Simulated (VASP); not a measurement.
# MgB2 (P6/mmm) in VASP: a series of runs, part 2 of 2

VASP 6.6.1. Earlier steps stand in the parts before.

## 3. Single point, PBE

Input file INCAR:

```
  ALGO = Normal
  EDIFF = 1E-7
  ENCUT = 520
  GGA = PE
  ISIF = 2
  ISMEAR = 0
  LASPH = T
  LCHARG = F
  LREAL = F
  LWAVE = F
  NBANDS = 11
  NELM = 60
  PREC = Accurate
  SIGMA = 0.015
```

Input file KPOINTS:

```
k-points
0
Gamma
  10 10 8
```

Input file POSCAR:

```
MgB2
1.0
    3.0850000000      0.0000000000      0.0000000000
   -1.5425000000      2.6716883707      0.0000000000
    0.0000000000      0.0000000000      3.5230000000
Mg B
1 2
Direct
    0.0000000000      0.0000000000      0.0000000000
    0.6666666667      0.3333333333      0.5000000000
    0.3333333333      0.6666666667      0.5000000000
```

Potentials or basis: VASP PAW PBE potentials, release 64 (Mg, B).

On the command line:

```console
cat potpaw_PBE.64/Mg/POTCAR potpaw_PBE.64/B/POTCAR > POTCAR
mpirun -np 1 vasp_std > vasp.out
```

OUTCAR:

```text
EDIFF = 1E-7
   ENCUT = 520
   GGA = PE
   ISIF = 2
   ISMEAR = 0
   LASPH = T
   LREAL = F
   NELM = 60
   PREC = Accurate

 ion  position               nearest neighbor table
   1  0.000  0.000  0.000-   2 2.51   3 2.51   2 2.51   3 2.51   2 2.51   2 2.51   3 2.51   3 2.51
                             2 2.51   2 2.51   3 2.51   3 2.51
   2  0.667  0.333  0.500-   3 1.78   3 1.78   3 1.78   1 2.51   1 2.51   1 2.51   1 2.51   1 2.51
                             1 2.51
   3  0.333  0.667  0.500-   2 1.78   2 1.78   2 1.78   1 2.51   1 2.51   1 2.51   1 2.51   1 2.51
                             1 2.51

  LATTYP: Found a hexagonal cell.
 ALAT       =     3.0850000000
 C/A-ratio  =     1.1419773096

  Lattice vectors:

 A1 = (   3.0850000000,   0.0000000000,   0.0000000000)
 A2 = (  -1.5425000000,   2.6716883707,   0.0000000000)
 A3 = (   0.0000000000,   0.0000000000,   3.5230000000)

Analysis of symmetry for initial positions (statically):
=====================================================================
 Subroutine PRICEL returns:
 Original cell was already a primitive cell.

 Routine SETGRP: Setting up the symmetry group for a
 hexagonal supercell.

 Subroutine GETGRP returns: Found 24 space group operations
 (whereof 24 operations were pure point group operations)
 out of a pool of 24 trial point group operations.

The static configuration has the point symmetry D_6h.

Analysis of symmetry for dynamics (positions and initial velocities):
=====================================================================
 Subroutine PRICEL returns:
 Original cell was already a primitive cell.

 Routine SETGRP: Setting up the symmetry group for a
 hexagonal supercell.

 Subroutine GETGRP returns: Found 24 space group operations
 (whereof 24 operations were pure point group operations)
 out of a pool of 24 trial point group operations.

The dynamic configuration has the point symmetry D_6h.

 Subroutine INISYM returns: Found 24 space group operations
 (whereof 24 operations are pure point group operations),
 and found     1 'primitive' translations

----------------------------------------------------------------------------------------

                                     Primitive cell

  volume of cell :      29.0371

  direct lattice vectors                    reciprocal lattice vectors
     3.085000000  0.000000000  0.000000000     0.324149109  0.187147575  0.000000000
    -1.542500000  2.671688371  0.000000000     0.000000000  0.374295150  0.000000000
     0.000000000  0.000000000  3.523000000     0.000000000  0.000000000  0.283848992

  length of vectors
     3.085000000  3.085000000  3.523000000     0.374295150  0.374295150  0.283848992

  position of ions in fractional coordinates (direct lattice)
     0.000000000  0.000000000  0.000000000
     0.666666667  0.333333333  0.500000000
     0.333333333  0.666666667  0.500000000

  ion indices of the primitive-cell ions
   primitive index   ion index
                 1           1
                 2           2
                 3           3

----------------------------------------------------------------------------------------

 KPOINTS: k-points

Automatic generation of k-mesh.
[... 26 lines left out ...]
  0.300000  0.000000  0.000000      6.000000
  0.400000  0.000000  0.000000      6.000000
  0.500000  0.000000  0.000000      3.000000
[... 16 lines left out ...]
  0.300000  0.100000  0.125000     24.000000
  0.400000  0.100000  0.125000     24.000000
 [... further k-points ...]
   k-points           NKPTS =     70   k-points in BZ     NKDIM =     70   number of bands    NBANDS=     11
   number of dos      NEDOS =    301   number of ions     NIONS =      3
   total plane-waves  NPLWV =  16128
   dimension x,y,z NGX =    24 NGY =   24 NGZ =   28
   dimension x,y,z NGXF=    48 NGYF=   48 NGZF=   56
   ions per type =               1   2
   NGX,Y,Z   is equivalent  to a cutoff of  12.93, 12.93, 13.21 a.u.
   NGXF,Y,Z  is equivalent  to a cutoff of  25.87, 25.87, 26.43 a.u.
 SYSTEM =  unknown system
   PREC   = accura    normal or accurate (medium, high low for compatibility)
   ISTART =      0    job   : 0-new  1-cont  2-samecut
   ICHARG =      2    charge: 1-file 2-atom 10-const
   ISPIN  =      1    spin polarized calculation?
   LNONCOLLINEAR =      F non collinear calculations
   LSORBIT =      F    spin-orbit coupling
   LASPH  =      T    aspherical Exc in radial PAW
   ENCUT  =  520.0 eV  38.22 Ry    6.18 a.u.   5.74  5.74  6.55*2*pi/ulx,y,z
   NELM   =     60;   NELMIN=  2; NELMDL= -5     # of ELM steps
   EDIFF  = 0.1E-06   stopping-criterion for ELM
   LREAL  =      F    real-space projection
   EDIFFG = 0.1E-05   stopping-criterion for IOM
   NSW    =      0    number of steps for IOM
   IBRION =     -1    ionic relax: 0-MD 1-quasi-New 2-CG
   NFREE  =      0    steps in history (QN), initial steepest desc. (CG)
   ISIF   =      2    stress and relaxation
   ISYM   =      2    0-nonsym 1-usesym 2-fastsym
   POTIM  = 0.5000    time-step for ionic-motion
   TEBEG  =    0.0;   TEEND  =   0.0 temperature during run
   PSTRESS=    0.0 pullay stress
   NELECT =       8.0000    total number of electrons
   NUPDOWN=      -1.0000    fix difference up-down
   EMIN   =  10.00;   EMAX   =-10.00  energy-range for DOS
   EFERMI =   0.00;   METHOD = LEGACY
   ISMEAR =     0;   SIGMA  =   0.01  broadening in eV -4-tet -1-fermi 0-gaus
   EFERMI_NEDOS =   21; number of points for ismear=-14 and -15
   IALGO  =     38    algorithm
   IMIX   =      4    mixing-type and parameters
     AMIX     =   0.40;   BMIX     =  1.00
     AMIX_MAG =   1.60;   BMIX_MAG =  1.00
  volume/ion in A,a.u.               =       9.68        65.32
  Fermi-wavevector in a.u.,A,eV,Ry     =   1.065255  2.013040 15.439462  1.134768
  Thomas-Fermi vector in A             =   2.200801
   LORBIT       =      0    0 simple, 1 ext, 2 COOP (PROOUT), +10 PAW based schemes
   GGA     = PE    functional components
   LHFCALC =     F    Hartree Fock is set to
   AEXX    =    0.0000 exact exchange contribution
   IVDW    =     0    specifies the selected vdW correction
   LEPSILON=     F    determine dielectric tensor
   LRPA    =     F    only Hartree local field effects (RPA)
 non-spin polarized calculation
 Gauss-broadening in eV      SIGMA  =   0.01
  energy-cutoff  :      520.00
  volume of cell :       29.04
 maximum number of plane-waves:       806
 NGX is ok and might be reduce to    24
   NGX = 11   NGY = 11   NGZ = 13

 number of electron       8.0000000 magnetization

 Free energy of the ion-electron system (eV)
  ---------------------------------------------------
  ext. energy  EPLUGINS =         0.00000000
  ---------------------------------------------------
  free energy    TOTEN  =       -15.32042944 eV

  energy without entropy =      -15.32030678  energy(sigma->0) =      -15.32036811

 E-fermi :   5.3038     XC(G=0): -10.9098

 val. band max:        5.2953639300   @ k =   0.1000   0.0000   0.1250
 cond. band min:       5.3217705713   @ k =   0.3000   0.2000   0.0000
 fundamental gap:      0.0264066412
 Fermi energy:         5.3038393276

 k-point     1 :       0.0000    0.0000    0.0000
  band No.  band energies     occupation
      1      -7.1423      2.00000
      2       2.3332      2.00000
      3       5.6399      0.00000
      4       5.6399      0.00000
      5       6.9121      0.00000
      6      11.5750      0.00000
      7      11.5750      0.00000
      8      13.3405      0.00000
      9      15.2012      0.00000
     10      17.9240      0.00000
     11      21.3946      0.00000
[... 309 lines left out ...]
 k-point    24 :       0.4000    0.1000    0.1250
  band No.  band energies     occupation
      1      -3.5319      2.00000
      2      -1.7700      2.00000
      3       2.4567      2.00000
      4       4.5989      2.00000
      5       7.4752      0.00000
      6      10.4697      0.00000
      7      11.5889      0.00000
      8      13.5017      0.00000
      9      15.4139      0.00000
     10      18.6602      0.00000
     11      19.6044      0.00000

 [... further k-points ...]
[... 5 lines left out ...]
  --------------------------------------------------------------------------------------
  -------------------------------------------------------------------------------------
  Total       -0.1353739     -0.1353739     -0.3354495      0.0000000      0.0000000      0.0000000
  in kB       -7.4695038     -7.4695038    -18.5090492      0.0000000      0.0000000      0.0000000
  external PRESSURE =     -11.1493523 kB  Pullay stress =       0.0000000 kB

 VOLUME and BASIS-vectors are now :
 -----------------------------------------------------------------------------
  energy-cutoff  :      520.00
  volume of cell :       29.04
      direct lattice vectors                 reciprocal lattice vectors
     3.085000000  0.000000000  0.000000000     0.324149109  0.187147575  0.000000000
    -1.542500000  2.671688371  0.000000000     0.000000000  0.374295150  0.000000000
     0.000000000  0.000000000  3.523000000     0.000000000  0.000000000  0.283848992

 POSITION                                       TOTAL-FORCE (eV/Angst)
 -----------------------------------------------------------------------------------
      0.00000      0.00000      0.00000         0.000000      0.000000      0.000000
      1.54250      0.89056      1.76150         0.000000      0.000000      0.000000
     -0.00000      1.78113      1.76150        -0.000000     -0.000000      0.000000
 -----------------------------------------------------------------------------------
    total drift:                                0.000000     -0.000000      0.000000

  FREE ENERGIE OF THE ION-ELECTRON SYSTEM (eV)
  ---------------------------------------------------
  free  energy   TOTEN  =       -15.3204294366 eV

  energy  without entropy=      -15.3203067798  energy(sigma->0) =      -15.32036811
```

stdout:

```text
POSCAR found type information on POSCAR MgB
 POSCAR found :  2 types and       3 ions
 scaLAPACK will be used
 LDA part: xc-table for (Slater+PW92), standard interpolation
 POSCAR, INCAR and KPOINTS ok, starting setup
 FFT: planning ... GRIDC
 FFT: planning ... GRID_SOFT
 FFT: planning ... GRID
 WAVECAR not read
 entering main loop
```

It took 14 s on 1 thread of AMD EPYC 9R45 (Zen 5), shared host; peak memory 0.13 GiB.

Results:

```yaml
Free_energy: -15.3204 eV
Pressure: -1.1 GPa
Band_gap_on_the_k_mesh: zero (band 4 reaches 6.39 eV, above the bottom of band 5 at 3.93 eV)
```

## 4. Single point, PBE

Input file INCAR:

```
PREC = Accurate ; ENCUT = 520
EDIFF = 1E-7 ; ISMEAR = 0
SIGMA = 0.016 ; LREAL = F
LASPH = T ; NELM = 100
ALGO = Normal ; ISIF = 2
LWAVE = F ; LCHARG = F
GGA = PE ; NBANDS = 11
```

Input file KPOINTS:

```
regular mesh
0
Gamma
  10 10 8
```

POSCAR is that of step 3.

On the command line:

```console
cat potpaw_PBE.64/Mg/POTCAR potpaw_PBE.64/B/POTCAR > POTCAR
mpirun -np 1 vasp_std > vasp.out
```

Run time: 14 s. Hardware: 1 thread of AMD EPYC 9R45 (Zen 5), shared host; peak memory 0.13 GiB.

It converged, with:

- Free energy: -15.3204 eV
- Pressure: -1.1 GPa
- Band gap on the k mesh: zero (band 4 reaches 6.39 eV, above the bottom of band 5 at 3.93 eV)

Stress tensor (GPa, compression positive):
```
-0.76  0.00  0.00
 0.00 -0.76  0.00
 0.00  0.00 -1.84
```

Levels at points of the mesh, in eV from the Fermi level:
| k point | band 2 | band 3 | band 4 | band 5 | band 6 | band 7 |
| --- | --- | --- | --- | --- | --- | --- |
| (0.00, 0.00, 0.00) | -2.97 | 0.34 | 0.34 | 1.61 | 6.27 | 6.27 |
| (0.50, 0.00, 0.00) | -7.85 | -2.20 | 0.18 | 3.04 | 3.83 | 5.28 |
| (0.00, 0.00, 0.50) | -7.46 | 0.71 | 0.71 | 6.60 | 6.60 | 7.91 |
| (0.50, 0.00, 0.50) | -6.94 | -3.60 | -1.90 | -1.34 | 5.66 | 8.71 |

## 5. The runs side by side

| smearing | gap on the mesh (eV) | pressure (GPa) |
| --- | --- | --- |
| gaussian 0.014 eV | none | -1.1 |
| gaussian 0.015 eV | none | -1.1 |
| gaussian 0.016 eV | none | -1.1 |

Alike in all rows: task single point; level PBE; potentials or basis VASP PAW PBE potentials, release 64 (Mg, B); no spin polarisation; cell as given; k mesh 10 × 10 × 8; cutoff (eV) 520.

Every run on the cell as given and a fine mesh finds a metal.

Total energies depend on the potentials used, so only differences within one code and one set of settings carry meaning.
